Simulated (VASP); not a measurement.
# BiP2 (P4/mbm) in VASP: single point with PBE

Aim: the single point of BiP2 with PBE.

Everything below comes from runs of VASP 6.6.1. Logs are shortened: lines on timing, memory, paths and dates and some standing lists are left out, and cuts for length are marked.

### Step 1. The cell of the first run

The structure is tetragonal, space group P4/mbm (No. 127). The conventional cell has a = 6.903 Å, b = 6.903 Å, c = 2.531 Å, α = 90.00°, β = 90.00°, γ = 90.00°. Bi (site symmetry 4/m) has 2 Bi at 2.53 Å and 4 P at 2.54 Å within 3.3 Å. Within 3.3 Å of P (site symmetry m2m) lie 2 P at 2.53 Å and 2 Bi at 2.54 Å.

### Step 2. Single point, PBE

INCAR reads:

```
  PREC = Accurate
  ENCUT = 520
  EDIFF = 1E-6
  ISMEAR = 0
  SIGMA = 0.1
  LREAL = False
  LASPH = True
  NELM = 60
  ALGO = Normal
  ISIF = 2
  LWAVE = False
  LCHARG = False
  GGA = PE
  NBANDS = 34
```

KPOINTS reads:

```
regular mesh
0
Gamma
  4 4 6
```

POSCAR reads:

```
BiP2
1.0
    6.9033098400      0.0000000000      0.0000000000
    0.0000000000      6.9033098400      0.0000000000
    0.0000000000      0.0000000000      2.5313366800
Bi P
2 4
Direct
    0.0000000000      0.0000000000      0.0000000000
    0.5000000000      0.5000000000      0.0000000000
    0.1767953900      0.3232046100      0.0000000000
    0.3232046100      0.8232046100      0.0000000000
    0.8232046100      0.6767953900      0.0000000000
    0.6767953900      0.1767953900      0.0000000000
```

Potentials or basis: VASP PAW PBE potentials, release 64 (Bi_d, P).

On the command line:

```
cat potpaw_PBE.64/Bi_d/POTCAR potpaw_PBE.64/P/POTCAR > POTCAR
mpirun -np 1 vasp_std > vasp.out
```

OUTCAR:

```text
PREC = Accurate
   ENCUT = 520
   EDIFF = 1E-6
   ISMEAR = 0
   LREAL = False
   LASPH = True
   NELM = 60
   ISIF = 2
   GGA = PE

 ion  position               nearest neighbor table
   1  0.000  0.000  0.000-   3 2.54   4 2.54   5 2.54   6 2.54
   2  0.500  0.500  0.000-   3 2.54   4 2.54   5 2.54   6 2.54
   3  0.177  0.323  0.000-   1 2.54   2 2.54
   4  0.323  0.823  0.000-   1 2.54   2 2.54
   5  0.823  0.677  0.000-   1 2.54   2 2.54
   6  0.677  0.177  0.000-   1 2.54   2 2.54

  LATTYP: Found a simple tetragonal cell.
 ALAT       =     6.9033098400
 C/A-ratio  =     0.3666844946

  Lattice vectors:

 A1 = (   6.9033098400,   0.0000000000,   0.0000000000)
 A2 = (   0.0000000000,   6.9033098400,   0.0000000000)
 A3 = (   0.0000000000,   0.0000000000,   2.5313366800)

Analysis of symmetry for initial positions (statically):
=====================================================================
 Subroutine PRICEL returns:
 Original cell was already a primitive cell.

 Routine SETGRP: Setting up the symmetry group for a
 simple tetragonal supercell.

 Subroutine GETGRP returns: Found 16 space group operations
 (whereof  8 operations were pure point group operations)
 out of a pool of 16 trial point group operations.

The static configuration has the point symmetry C_4h.
 The point group associated with its full space group is D_4h.

Analysis of symmetry for dynamics (positions and initial velocities):
=====================================================================
 Subroutine PRICEL returns:
 Original cell was already a primitive cell.

 Routine SETGRP: Setting up the symmetry group for a
 simple tetragonal supercell.

 Subroutine GETGRP returns: Found 16 space group operations
 (whereof  8 operations were pure point group operations)
 out of a pool of 16 trial point group operations.

The dynamic configuration has the point symmetry C_4h.
 The point group associated with its full space group is D_4h.

 Subroutine INISYM returns: Found 16 space group operations
 (whereof  8 operations are pure point group operations),
 and found     1 'primitive' translations

----------------------------------------------------------------------------------------

                                     Primitive cell

  volume of cell :     120.6326

  direct lattice vectors                    reciprocal lattice vectors
     6.903309840  0.000000000  0.000000000     0.144858050  0.000000000  0.000000000
     0.000000000  6.903309840  0.000000000     0.000000000  0.144858050  0.000000000
     0.000000000  0.000000000  2.531336680     0.000000000  0.000000000  0.395048200

  length of vectors
     6.903309840  6.903309840  2.531336680     0.144858050  0.144858050  0.395048200

  position of ions in fractional coordinates (direct lattice)
     0.000000000  0.000000000  0.000000000
     0.500000000  0.500000000  0.000000000
     0.176795390  0.323204610  0.000000000
     0.323204610  0.823204610  0.000000000
     0.823204610  0.676795390  0.000000000
     0.676795390  0.176795390  0.000000000

  ion indices of the primitive-cell ions
   primitive index   ion index
                 1           1
                 2           2
                 3           3
                 4           4
                 5           5
                 6           6

----------------------------------------------------------------------------------------

 KPOINTS: regular mesh

Automatic generation of k-mesh.
 Grid dimensions read from file:
 generate k-points for:    4    4    6

 Generating k-lattice:

  Cartesian coordinates                     Fractional coordinates (reciprocal lattice)
     0.036214512  0.000000000  0.000000000     0.250000000  0.000000000  0.000000000
     0.000000000  0.036214512  0.000000000     0.000000000  0.250000000  0.000000000
     0.000000000  0.000000000  0.065841367     0.000000000  0.000000000  0.166666667

  Length of vectors
     0.036214512  0.036214512  0.065841367

  Shift w.r.t. Gamma in fractional coordinates (k-lattice)
     0.000000000  0.000000000  0.000000000

 Subroutine IBZKPT returns following result:
 ===========================================

 Found     24 irreducible k-points:

 Following reciprocal coordinates:
            Coordinates               Weight
  0.000000  0.000000  0.000000      1.000000
  0.250000  0.000000  0.000000      4.000000
  0.500000  0.000000  0.000000      2.000000
  0.250000  0.250000  0.000000      4.000000
  0.500000  0.250000  0.000000      4.000000
  0.500000  0.500000  0.000000      1.000000
[... 16 lines left out ...]
  0.500000  0.250000  0.500000      4.000000
  0.500000  0.500000  0.500000      1.000000
   k-points           NKPTS =     24   k-points in BZ     NKDIM =     24   number of bands    NBANDS=     34
   number of dos      NEDOS =    301   number of ions     NIONS =      6
   total plane-waves  NPLWV =  58320
   dimension x,y,z NGX =    54 NGY =   54 NGZ =   20
   dimension x,y,z NGXF=   108 NGYF=  108 NGZF=   40
   ions per type =               2   4
   NGX,Y,Z   is equivalent  to a cutoff of  13.00, 13.00, 13.14 a.u.
   NGXF,Y,Z  is equivalent  to a cutoff of  26.01, 26.01, 26.27 a.u.
 SYSTEM =  unknown system
   PREC   = accura    normal or accurate (medium, high low for compatibility)
   ISTART =      0    job   : 0-new  1-cont  2-samecut
   ICHARG =      2    charge: 1-file 2-atom 10-const
   ISPIN  =      1    spin polarized calculation?
   LNONCOLLINEAR =      F non collinear calculations
   LSORBIT =      F    spin-orbit coupling
   LASPH  =      T    aspherical Exc in radial PAW
   ENCUT  =  520.0 eV  38.22 Ry    6.18 a.u.  12.84 12.84  4.71*2*pi/ulx,y,z
   NELM   =     60;   NELMIN=  2; NELMDL= -5     # of ELM steps
   EDIFF  = 0.1E-05   stopping-criterion for ELM
   LREAL  =      F    real-space projection
   EDIFFG = 0.1E-04   stopping-criterion for IOM
   NSW    =      0    number of steps for IOM
   IBRION =     -1    ionic relax: 0-MD 1-quasi-New 2-CG
   NFREE  =      0    steps in history (QN), initial steepest desc. (CG)
   ISIF   =      2    stress and relaxation
   ISYM   =      2    0-nonsym 1-usesym 2-fastsym
   POTIM  = 0.5000    time-step for ionic-motion
   TEBEG  =    0.0;   TEEND  =   0.0 temperature during run
   PSTRESS=    0.0 pullay stress
   NELECT =      50.0000    total number of electrons
   NUPDOWN=      -1.0000    fix difference up-down
   EMIN   =  10.00;   EMAX   =-10.00  energy-range for DOS
   EFERMI =   0.00;   METHOD = LEGACY
   ISMEAR =     0;   SIGMA  =   0.10  broadening in eV -4-tet -1-fermi 0-gaus
   EFERMI_NEDOS =   21; number of points for ismear=-14 and -15
   IALGO  =     38    algorithm
   IMIX   =      4    mixing-type and parameters
     AMIX     =   0.40;   BMIX     =  1.00
     AMIX_MAG =   1.60;   BMIX_MAG =  1.00
  volume/ion in A,a.u.               =      20.11       135.68
  Fermi-wavevector in a.u.,A,eV,Ry     =   1.220609  2.306617 20.271139  1.489887
  Thomas-Fermi vector in A             =   2.355821
   LORBIT       =      0    0 simple, 1 ext, 2 COOP (PROOUT), +10 PAW based schemes
   GGA     = PE    functional components
   LHFCALC =     F    Hartree Fock is set to
   AEXX    =    0.0000 exact exchange contribution
   IVDW    =     0    specifies the selected vdW correction
   LEPSILON=     F    determine dielectric tensor
   LRPA    =     F    only Hartree local field effects (RPA)
 non-spin polarized calculation
 Gauss-broadening in eV      SIGMA  =   0.10
  energy-cutoff  :      520.00
  volume of cell :      120.63
 maximum number of plane-waves:      3288
 NGX is ok and might be reduce to    54
   NGX = 25   NGY = 25   NGZ =  9

 number of electron      50.0000004 magnetization

 Free energy of the ion-electron system (eV)
  ---------------------------------------------------
  ext. energy  EPLUGINS =         0.00000000
  ---------------------------------------------------
  free energy    TOTEN  =       -20.72152477 eV

  energy without entropy =      -20.70828535  energy(sigma->0) =      -20.71490506

 E-fermi :   8.5679     XC(G=0): -10.5895

 val. band max:        8.3302360146   @ k =   0.2500   0.0000   0.3333
 cond. band min:       8.6097123822   @ k =   0.2500   0.0000   0.3333
 fundamental gap:      0.2794763676
 Fermi energy:         8.5678552392

 k-point     1 :       0.0000    0.0000    0.0000
  band No.  band energies     occupation
      1     -17.0089      2.00000
      2     -17.0066      2.00000
      3     -15.5464      2.00000
      4     -15.5128      2.00000
      5     -15.3735      2.00000
      6     -15.3668      2.00000
[... 26 lines left out ...]
     33      15.2477      0.00000
     34      15.2932      0.00000

 k-point     2 :       0.2500    0.0000    0.0000
  band No.  band energies     occupation
      1     -17.0085      2.00000
      2     -17.0069      2.00000
      3     -15.5415      2.00000
      4     -15.5177      2.00000
      5     -15.3726      2.00000
      6     -15.3678      2.00000
[... 26 lines left out ...]
     33      15.0674      0.00000
     34      15.2977      0.00000

 k-point     3 :       0.5000    0.0000    0.0000
  band No.  band energies     occupation
      1     -17.0077      2.00000
      2     -17.0077      2.00000
      3     -15.5296      2.00000
      4     -15.5296      2.00000
      5     -15.3702      2.00000
      6     -15.3702      2.00000
[... 26 lines left out ...]
     33      15.2803      0.00000
     34      15.2803      0.00000
[... 704 lines left out ...]
 k-point    23 :       0.5000    0.2500    0.5000
  band No.  band energies     occupation
      1     -16.0036      2.00000
      2     -16.0036      2.00000
      3     -16.0009      2.00000
      4     -16.0009      2.00000
      5     -15.3919      2.00000
      6     -15.3919      2.00000
[... 26 lines left out ...]
     33      12.7663      0.00000
     34      12.7663      0.00000

 k-point    24 :       0.5000    0.5000    0.5000
  band No.  band energies     occupation
      1     -16.0042      2.00000
      2     -16.0042      2.00000
      3     -16.0004      2.00000
      4     -16.0004      2.00000
      5     -15.3920      2.00000
      6     -15.3920      2.00000
[... 26 lines left out ...]
     33      13.1575      0.00000
     34      13.1575      0.00000

------------------------ aborting loop because EDIFF is reached ----------------------------------------

  FORCE on cell =-STRESS in cart. coord.  units (eV):
  Direction    XX          YY          ZZ          XY          YZ          ZX
  --------------------------------------------------------------------------------------
  -------------------------------------------------------------------------------------
  Total       22.0490112     22.0490112     25.8541200      0.0000000      0.0000000      0.0000000
  in kB      292.8431401    292.8431401    343.3805550      0.0000000      0.0000000      0.0000000
  external PRESSURE =     309.6889451 kB  Pullay stress =       0.0000000 kB

 VOLUME and BASIS-vectors are now :
 -----------------------------------------------------------------------------
  energy-cutoff  :      520.00
  volume of cell :      120.63
      direct lattice vectors                 reciprocal lattice vectors
     6.903309840  0.000000000  0.000000000     0.144858050  0.000000000  0.000000000
     0.000000000  6.903309840  0.000000000     0.000000000  0.144858050  0.000000000
     0.000000000  0.000000000  2.531336680     0.000000000  0.000000000  0.395048200

 POSITION                                       TOTAL-FORCE (eV/Angst)
 -----------------------------------------------------------------------------------
      0.00000      0.00000      0.00000         0.000000      0.000000      0.000000
      3.45165      3.45165      0.00000         0.000000      0.000000      0.000000
      1.22047      2.23118      0.00000        -1.047657      1.047657      0.000000
      2.23118      5.68284      0.00000         1.047657      1.047657      0.000000
      5.68284      4.67213      0.00000         1.047657     -1.047657     -0.000000
      4.67213      1.22047      0.00000        -1.047657     -1.047657     -0.000000
 -----------------------------------------------------------------------------------
    total drift:                                0.000000      0.000000      0.000000

  FREE ENERGIE OF THE ION-ELECTRON SYSTEM (eV)
  ---------------------------------------------------
  free  energy   TOTEN  =       -20.7215247717 eV

  energy  without entropy=      -20.7082853541  energy(sigma->0) =      -20.71490506
```

Run time: 62 s. Hardware: 1 thread of Intel Xeon Platinum 8559C (Emerald Rapids), shared host; peak memory 0.27 GiB.

What came out:

* Free energy: -20.7215 eV
* Pressure: 31.0 GPa
* Largest force: 1.482 eV/Å
* Band gap on the k mesh: zero (band 25 reaches 10.75 eV, above the bottom of band 26 at 7.36 eV)

Forces on the atoms (eV/Å):
```
Bi   0.000  0.000  0.000
Bi   0.000  0.000  0.000
P   -1.048  1.048  0.000
P    1.048  1.048  0.000
P    1.048 -1.048  0.000
P   -1.048 -1.048  0.000
```

Caveat: the k points lie up to 0.41 Å⁻¹ apart; spin-orbit coupling is left out, which moves the levels of the heavy elements; forces of over 1 eV/Å act on the atoms, so gaps and moduli don't describe the material at rest.
